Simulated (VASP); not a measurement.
# TiO2 (I4/m) in VASP: a series of runs, part 2 of 2

VASP 6.6.1. The steps go on from the part before.

**3. Single point, BLYP**

INCAR reads:

```
SYSTEM = TiO2
AGGAC = 1.0
AGGAX = 1.0
ALDAC = 0.0
ALDAX = 1.0
ALGO = Normal
EDIFF = 1E-7
ENCUT = 520
GGA = B5
ISIF = 2
ISMEAR = -1
LASPH = .True.
LCHARG = .False.
LREAL = .False.
LWAVE = .False.
NBANDS = 60
NELM = 80
PREC = Accurate
SIGMA = 0.05
```

KPOINTS reads:

```
k-points
0
Gamma
  8 8 8
  0 0 0
```

POSCAR reads:

```
TiO2
1.0
   -4.4870648693      4.4870648693      1.8712008891
    4.4870648693     -4.4870648693      1.8712008891
    4.4870648693      4.4870648693     -1.8712008891
Ti O
4 8
Direct
    0.2865109919      0.9870557281      0.2735667200
    0.0129442719      0.2865109919      0.2994552639
    0.9870557281      0.7134890081      0.7005447361
    0.7134890081      0.0129442719      0.7264332800
    0.4856927354      0.8461962128      0.3318889482
    0.1588170813      0.1546423298      0.3134594111
    0.1538037872      0.4856927354      0.6394965227
    0.1546423298      0.8411829187      0.9958252485
    0.8453576702      0.1588170813      0.0041747515
    0.8461962128      0.5143072646      0.3605034773
    0.8411829187      0.8453576702      0.6865405889
    0.5143072646      0.1538037872      0.6681110518
```

Potentials or basis: VASP PAW PBE potentials, release 64 (Ti_sv, O).

The run is started by

```sh
> cat potpaw_PBE.64/Ti_sv/POTCAR potpaw_PBE.64/O/POTCAR > POTCAR
> mpirun -np 1 vasp_std > vasp.out
```

OUTCAR:

```text
SYSTEM = TiO2
   EDIFF = 1E-7
   ENCUT = 520
   GGA = B5
   ISIF = 2
   ISMEAR = -1
   LASPH = .True.
   LREAL = .False.
   NELM = 80
   PREC = Accurate

 ion  position               nearest neighbor table
   1  0.287  0.987  0.274-   8 1.76   6 1.89  10 1.96  10 1.96   5 2.19
   2  0.013  0.287  0.299-   6 1.76   9 1.89   5 1.96   5 1.96   7 2.19
   3  0.987  0.713  0.701-  11 1.76   8 1.89  12 1.96  12 1.96  10 2.19
   4  0.713  0.013  0.726-   9 1.76  11 1.89   7 1.96   7 1.96  12 2.19
   5  0.486  0.846  0.332-   2 1.96   2 1.96   1 2.19
   6  0.159  0.155  0.313-   2 1.76   1 1.89
   7  0.154  0.486  0.639-   4 1.96   4 1.96   2 2.19
   8  0.155  0.841  0.996-   1 1.76   3 1.89
   9  0.845  0.159  0.004-   4 1.76   2 1.89
  10  0.846  0.514  0.361-   1 1.96   1 1.96   3 2.19
  11  0.841  0.845  0.687-   3 1.76   4 1.89
  12  0.514  0.154  0.668-   3 1.96   3 1.96   4 2.19

  LATTYP: Found a body centered tetragonal cell.
 ALAT       =     8.9741297386
 C/A-ratio  =     0.4170211360

  Lattice vectors:

 A1 = (  -4.4870648693,   4.4870648693,   1.8712008891)
 A2 = (   4.4870648693,  -4.4870648693,   1.8712008891)
 A3 = (   4.4870648693,   4.4870648693,  -1.8712008891)

Analysis of symmetry for initial positions (statically):
=====================================================================
 Subroutine PRICEL returns:
 Original cell was already a primitive cell.

 Routine SETGRP: Setting up the symmetry group for a
 body centered tetragonal supercell.

 Subroutine GETGRP returns: Found  8 space group operations
 (whereof  8 operations were pure point group operations)
 out of a pool of 16 trial point group operations.

The static configuration has the point symmetry C_4h.

Analysis of symmetry for dynamics (positions and initial velocities):
[... 153 lines left out ...]
  Fermi-wavevector in a.u.,A,eV,Ry     =   1.408630  2.661924 26.997196  1.984238
  Thomas-Fermi vector in A             =   2.530768
   LORBIT       =      0    0 simple, 1 ext, 2 COOP (PROOUT), +10 PAW based schemes
   GGA     = B5    functional components
   LHFCALC =     F    Hartree Fock is set to
   AEXX    =    0.0000 exact exchange contribution
   IVDW    =     0    specifies the selected vdW correction
   LEPSILON=     F    determine dielectric tensor
   LRPA    =     F    only Hartree local field effects (RPA)
 non-spin polarized calculation
  energy-cutoff  :      520.00
  volume of cell :      150.70
 maximum number of plane-waves:      4079
 NGX is ok and might be reduce to    50
   NGX = 25   NGY = 25   NGZ = 25

 number of electron      96.0000002 magnetization

 Free energy of the ion-electron system (eV)
  ---------------------------------------------------
  ext. energy  EPLUGINS =         0.00000000
  ---------------------------------------------------
  free energy    TOTEN  =      -103.19994882 eV

  energy without entropy =     -103.19994882  energy(sigma->0) =     -103.19994882

 E-fermi :   3.8313     XC(G=0):  -9.7843

 val. band max:        2.7000634682   @ k =   0.5000   0.5000   0.5000
 cond. band min:       5.0194184638   @ k =   0.0000   0.0000   0.0000
 fundamental gap:      2.3193549956
 Fermi energy:         3.8313280347

 k-point     1 :       0.0000    0.0000    0.0000
  band No.  band energies     occupation
      1     -53.3838      2.00000
      2     -53.3716      2.00000
      3     -53.3716      2.00000
      4     -53.3606      2.00000
      5     -29.9308      2.00000
      6     -29.9087      2.00000
[... 1501 lines left out ...]
     59       7.2927      0.00000
     60       7.3536      0.00000

 [... further k-points ...]
[... 5 lines left out ...]
  --------------------------------------------------------------------------------------
  -------------------------------------------------------------------------------------
  Total        1.1287309      1.1287309      0.7046925      0.0000007      0.0000000      0.0000000
  in kB       12.0004051     12.0004051      7.4921270      0.0000069      0.0000000      0.0000000
  external PRESSURE =      10.4976457 kB  Pullay stress =       0.0000000 kB

 VOLUME and BASIS-vectors are now :
 -----------------------------------------------------------------------------
  energy-cutoff  :      520.00
  volume of cell :      150.70
      direct lattice vectors                 reciprocal lattice vectors
    -4.487064869  4.487064869  1.871200889     0.000000000  0.111431418  0.267208082
     4.487064869 -4.487064869  1.871200889     0.111431418  0.000000000  0.267208082
     4.487064869  4.487064869 -1.871200889     0.111431418  0.111431418  0.000000000

 POSITION                                       TOTAL-FORCE (eV/Angst)
 -----------------------------------------------------------------------------------
      4.37090     -1.91588      1.87120         0.078630      0.167404      0.000000
      2.57119      0.11616     -0.00000         0.167404     -0.078630     -0.000000
      1.91588      4.37090      1.87120        -0.167404      0.078630     -0.000000
      0.11616      6.40294     -0.00000        -0.078630     -0.167404     -0.000000
      3.10681     -0.12840      1.87120         0.019805     -0.004460     -0.000000
      1.38778      1.42525      0.00000        -0.075938      0.099731     -0.000000
      4.35867      1.38026     -0.00000        -0.004460     -0.019805     -0.000000
      7.54888      1.38778      0.00000        -0.099731     -0.075938      0.000000
     -3.06182      3.09928      1.87120         0.099731      0.075938     -0.000000
      0.12840      3.10681      1.87120         0.004460      0.019805      0.000000
      3.09928      3.06182      1.87120         0.075938     -0.099731      0.000000
      1.38026      4.61546      0.00000        -0.019805      0.004460     -0.000000
 -----------------------------------------------------------------------------------
    total drift:                               -0.000000     -0.000000      0.000000

  FREE ENERGIE OF THE ION-ELECTRON SYSTEM (eV)
  ---------------------------------------------------
  free  energy   TOTEN  =      -103.1999488155 eV

  energy  without entropy=     -103.1999488155  energy(sigma->0) =     -103.19994882
```

Wall time 22 min (1 thread of Intel Xeon Platinum 8488C (Sapphire Rapids), shared host); peak memory 0.67 GiB.

What came out:

```yaml
Free_energy: -103.1999 eV
Pressure: 1.0 GPa
Largest_force: 0.185 eV/Å
Band_gap_on_the_k_mesh: 2.32 eV (least direct gap 2.80 eV)
```

Forces on the atoms (eV/Å):
```
Ti   0.079  0.167  0.000
Ti   0.167 -0.079  0.000
Ti  -0.167  0.079  0.000
Ti  -0.079 -0.167  0.000
O    0.020 -0.004  0.000
O   -0.076  0.100  0.000
O   -0.004 -0.020  0.000
O   -0.100 -0.076  0.000
O    0.100  0.076  0.000
O    0.004  0.020  0.000
O    0.076 -0.100  0.000
O   -0.020  0.004  0.000
```

Stress tensor (GPa, compression positive):
```
1.20 0.00 0.00
0.00 1.20 0.00
0.00 0.00 0.75
```

Levels at points of the mesh, in eV from the valence-band top:
```csv
k point,band 45,band 46,band 47,band 48,band 49,band 50,band 51,band 52
"(0.00, 0.00, 0.00)",-0.75,-0.67,-0.67,-0.51,2.32,3.09,3.13,3.13
"(0.50, 0.00, 0.00)",-0.71,-0.55,-0.49,-0.33,2.93,3.26,3.30,3.47
"(0.50, 0.50, 0.00)",-0.98,-0.76,-0.69,-0.47,2.65,2.70,2.91,3.26
"(0.50, 0.50, 0.50)",-0.86,-0.74,-0.74,0.00,2.90,2.90,3.01,3.02
```

Caveat: the PAW data sets were made with another functional, which shifts forces and pressure a little. A k mesh can miss the band edges.

**4. Single point, PBE**

This run uses another cell than the first one, of 11.04 Å³/atom.

INCAR reads:

```
PREC = Accurate
ENCUT = 520
EDIFF = 1E-6
ISMEAR = -1
SIGMA = 0.05
LREAL = F
LASPH = T
NELM = 60
ALGO = Normal
ISIF = 2
LWAVE = F
LCHARG = F
GGA = PE
NBANDS = 60
```

KPOINTS reads:

```
Automatic mesh
0
Gamma
  6 6 6
```

POSCAR reads:

```
TiO2
1.0
   -4.2298455891      4.2298455891      1.8515052905
    4.2298455891     -4.2298455891      1.8515052905
    4.2298455891      4.2298455891     -1.8515052905
Ti O
4 8
Direct
    0.2941112353      0.9790984447      0.2732096800
    0.0209015553      0.2941112353      0.3150127907
    0.9790984447      0.7058887647      0.6849872093
    0.7058887647      0.0209015553      0.7267903200
    0.5013086332      0.8470828549      0.3483914881
    0.1712672012      0.1537883953      0.3250555965
    0.1529171451      0.5013086332      0.6542257783
    0.1537883953      0.8287327988      0.9825211941
    0.8462116047      0.1712672012      0.0174788059
    0.8470828549      0.4986913668      0.3457742217
    0.8287327988      0.8462116047      0.6749444035
    0.4986913668      0.1529171451      0.6516085119
```

Potentials or basis: VASP PAW PBE potentials, release 64 (Ti_sv, O).

The run is started by

```sh
> cat potpaw_PBE.64/Ti_sv/POTCAR potpaw_PBE.64/O/POTCAR > POTCAR
> mpirun -np 1 vasp_std > vasp.out
```

OUTCAR:

```text
PREC = Accurate
   ENCUT = 520
   EDIFF = 1E-6
   ISMEAR = -1
   LREAL = F
   LASPH = T
   NELM = 60
   ISIF = 2
   GGA = PE

 ion  position               nearest neighbor table
   1  0.294  0.979  0.273-   8 1.74   6 1.81  10 1.91  10 1.91   5 2.08  12 2.27
   2  0.021  0.294  0.315-   6 1.74   9 1.81   5 1.91   5 1.91   7 2.08  10 2.27
   3  0.979  0.706  0.685-  11 1.74   8 1.81  12 1.91  12 1.91  10 2.08   7 2.27
   4  0.706  0.021  0.727-   9 1.74  11 1.81   7 1.91   7 1.91  12 2.08   5 2.27
   5  0.501  0.847  0.348-   2 1.91   2 1.91   1 2.08   4 2.27
   6  0.171  0.154  0.325-   2 1.74   1 1.81
   7  0.153  0.501  0.654-   4 1.91   4 1.91   2 2.08   3 2.27
   8  0.154  0.829  0.983-   1 1.74   3 1.81
   9  0.846  0.171  0.017-   4 1.74   2 1.81
  10  0.847  0.499  0.346-   1 1.91   1 1.91   3 2.08   2 2.27
  11  0.829  0.846  0.675-   3 1.74   4 1.81
  12  0.499  0.153  0.652-   3 1.91   3 1.91   4 2.08   1 2.27

  LATTYP: Found a body centered tetragonal cell.
 ALAT       =     8.4596911782
 C/A-ratio  =     0.4377240851

  Lattice vectors:

 A1 = (  -4.2298455891,   4.2298455891,   1.8515052905)
 A2 = (   4.2298455891,  -4.2298455891,   1.8515052905)
 A3 = (   4.2298455891,   4.2298455891,  -1.8515052905)

Analysis of symmetry for initial positions (statically):
=====================================================================
 Subroutine PRICEL returns:
 Original cell was already a primitive cell.

 Routine SETGRP: Setting up the symmetry group for a
 body centered tetragonal supercell.

 Subroutine GETGRP returns: Found  8 space group operations
 (whereof  8 operations were pure point group operations)
 out of a pool of 16 trial point group operations.

The static configuration has the point symmetry C_4h.

Analysis of symmetry for dynamics (positions and initial velocities):
=====================================================================
 Subroutine PRICEL returns:
[... 159 lines left out ...]
   LRPA    =     F    only Hartree local field effects (RPA)
 non-spin polarized calculation
  energy-cutoff  :      520.00
  volume of cell :      132.51
 maximum number of plane-waves:      3594
 NGX is ok and might be reduce to    48
   NGX = 23   NGY = 23   NGZ = 23

 number of electron      96.0000001 magnetization

 Free energy of the ion-electron system (eV)
  ---------------------------------------------------
  ext. energy  EPLUGINS =         0.00000000
  ---------------------------------------------------
  free energy    TOTEN  =      -106.50571555 eV

  energy without entropy =     -106.50571555  energy(sigma->0) =     -106.50571555

 E-fermi :   4.7271     XC(G=0): -10.8012

 val. band max:        3.7780411299   @ k =   0.5000   0.5000   0.5000
 cond. band min:       5.7379582745   @ k =   0.0000   0.0000   0.0000
 fundamental gap:      1.9599171445
 Fermi energy:         4.7271001820

 k-point     1 :       0.0000    0.0000    0.0000
  band No.  band energies     occupation
      1     -52.3430      2.00000
      2     -52.3138      2.00000
      3     -52.3138      2.00000
      4     -52.2900      2.00000
      5     -28.8634      2.00000
      6     -28.8585      2.00000
[... 1501 lines left out ...]
     59       8.4987      0.00000
     60       8.9059      0.00000

 [... further k-points ...]

------------------------ aborting loop because EDIFF is reached ----------------------------------------

  FORCE on cell =-STRESS in cart. coord.  units (eV):
  Direction    XX          YY          ZZ          XY          YZ          ZX
  --------------------------------------------------------------------------------------
  -------------------------------------------------------------------------------------
  Total       17.1385781     17.1385781     17.0373896      0.0000017      0.0000000      0.0000000
  in kB      207.2294116    207.2294116    206.0059008      0.0000210      0.0000000      0.0000000
  external PRESSURE =     206.8215747 kB  Pullay stress =       0.0000000 kB

 VOLUME and BASIS-vectors are now :
 -----------------------------------------------------------------------------
  energy-cutoff  :      520.00
  volume of cell :      132.51
      direct lattice vectors                 reciprocal lattice vectors
    -4.229845589  4.229845589  1.851505291     0.000000000  0.118207625  0.270050538
     4.229845589 -4.229845589  1.851505291     0.118207625  0.000000000  0.270050538
     4.229845589  4.229845589 -1.851505291     0.118207625  0.118207625  0.000000000

 POSITION                                       TOTAL-FORCE (eV/Angst)
 -----------------------------------------------------------------------------------
      4.05302     -1.74176      1.85151         0.019730      0.082572     -0.000000
      2.48809      0.17682     -0.00000         0.082572     -0.019730      0.000000
      1.74176      4.05302      1.85151        -0.082572      0.019730      0.000000
      0.17682      5.97160      0.00000        -0.019730     -0.082572      0.000000
      2.93621      0.01107      1.85151         0.001282      0.004909     -0.000000
      1.30100      1.44887      0.00000        -0.020755      0.029482      0.000000
      4.24092      1.29363     -0.00000         0.004909     -0.001282      0.000000
      7.01082      1.30100     -0.00000        -0.029482     -0.020755      0.000000
     -2.78098      2.92884      1.85151         0.029482      0.020755      0.000000
     -0.01107      2.93621      1.85151        -0.004909      0.001282     -0.000000
      2.92884      2.78098      1.85151         0.020755     -0.029482     -0.000000
      1.29363      4.21877      0.00000        -0.001282     -0.004909      0.000000
 -----------------------------------------------------------------------------------
    total drift:                               -0.000000     -0.000000      0.000000

  FREE ENERGIE OF THE ION-ELECTRON SYSTEM (eV)
  ---------------------------------------------------
  free  energy   TOTEN  =      -106.5057155496 eV

  energy  without entropy=     -106.5057155495  energy(sigma->0) =     -106.50571555
```

OSZICAR:

```text
N       E                     dE             d eps       ncg     rms          rms(c)
DAV:   1     0.153614452159E+04    0.15361E+04   -0.48168E+04  4456   0.190E+03
DAV:   2     0.181639363599E+03   -0.13545E+04   -0.12833E+04  4440   0.588E+02
DAV:   3    -0.114036682515E+03   -0.29568E+03   -0.28526E+03  5468   0.243E+02
DAV:   4    -0.137359509775E+03   -0.23323E+02   -0.23277E+02  6672   0.723E+01
DAV:   5    -0.138618879385E+03   -0.12594E+01   -0.12588E+01  6552   0.139E+01    0.506E+01
DAV:   6    -0.106930115330E+03    0.31689E+02   -0.19618E+02  6304   0.102E+02    0.184E+01
DAV:   7    -0.106704101533E+03    0.22601E+00   -0.34352E+01  6168   0.357E+01    0.137E+01
DAV:   8    -0.106495192181E+03    0.20891E+00   -0.41562E+00  5948   0.154E+01    0.410E+00
DAV:   9    -0.106491251283E+03    0.39409E-02   -0.87759E-01  6404   0.585E+00    0.135E+00
DAV:  10    -0.106514487035E+03   -0.23236E-01   -0.17619E-01  5380   0.235E+00    0.896E-01
DAV:  11    -0.106506803655E+03    0.76834E-02   -0.28264E-02  5816   0.101E+00    0.323E-01
DAV:  12    -0.106505945459E+03    0.85820E-03   -0.16087E-02  5628   0.623E-01    0.201E-01
DAV:  13    -0.106505660502E+03    0.28496E-03   -0.19137E-03  5856   0.256E-01    0.647E-02
DAV:  14    -0.106505703970E+03   -0.43468E-04   -0.53941E-04  6168   0.146E-01    0.266E-02
DAV:  15    -0.106505711950E+03   -0.79799E-05   -0.51721E-05  5984   0.421E-02    0.106E-02
DAV:  16    -0.106505715447E+03   -0.34964E-05   -0.97837E-06  5680   0.180E-02    0.502E-03
DAV:  17    -0.106505715550E+03   -0.10301E-06   -0.17213E-06  3124   0.853E-03
   1 F= -.10650572E+03 E0= -.10650572E+03  d E =-.149196E-09
```

Run time: 7.5 min. Hardware: 1 thread of AMD EPYC 7R13 (Zen 3), shared host; peak memory 0.4 GiB.

Results:

```
Free energy            : -106.5057 eV
Pressure               : 20.7 GPa
Largest force          : 0.085 eV/Å
Band gap on the k mesh : 1.96 eV (least direct gap 2.72 eV)
```

Forces on the atoms (eV/Å):
```
Ti   0.020  0.083  0.000
Ti   0.083 -0.020  0.000
Ti  -0.083  0.020  0.000
Ti  -0.020 -0.083  0.000
O    0.001  0.005  0.000
O   -0.021  0.029  0.000
O    0.005 -0.001  0.000
O   -0.029 -0.021  0.000
O    0.029  0.021  0.000
O   -0.005  0.001  0.000
O    0.021 -0.029  0.000
O   -0.001 -0.005  0.000
```

Caveat: the cell stands under pressure. A k mesh can miss the band edges.

**5. Summary**

| level | cell | k mesh | gap on the mesh (eV) | pressure (GPa) | largest force (eV/Å) |
| --- | --- | --- | --- | --- | --- |
| RPBE | a = 6.606 Å, angles 94.6, 94.6, 147.0°, 12 atoms, atomic positions A | 8 × 8 × 8 | 2.32 | 0.5 | 0.07 |
| BLYP | a = 6.616 Å, angles 94.6, 94.6, 147.1°, 12 atoms, atomic positions B | 8 × 8 × 8 | 2.32 | 1.0 | 0.18 |
| PBE | a = 6.262 Å, angles 95.0, 95.0, 145.6°, 12 atoms, atomic positions C | 6 × 6 × 6 | 1.96 | 20.7 | 0.08 |

Alike in all rows: task single point; potentials or basis VASP PAW PBE potentials, release 64 (Ti_sv, O); no spin polarisation; cutoff (eV) 520; smearing fermi-dirac 0.05 eV.

Caveats: the PAW data sets were made with another functional, which shifts forces and pressure a little (at least some runs); the cell stands under pressure (at least some runs).

Absolute energies hang on the potentials; compare differences alone.
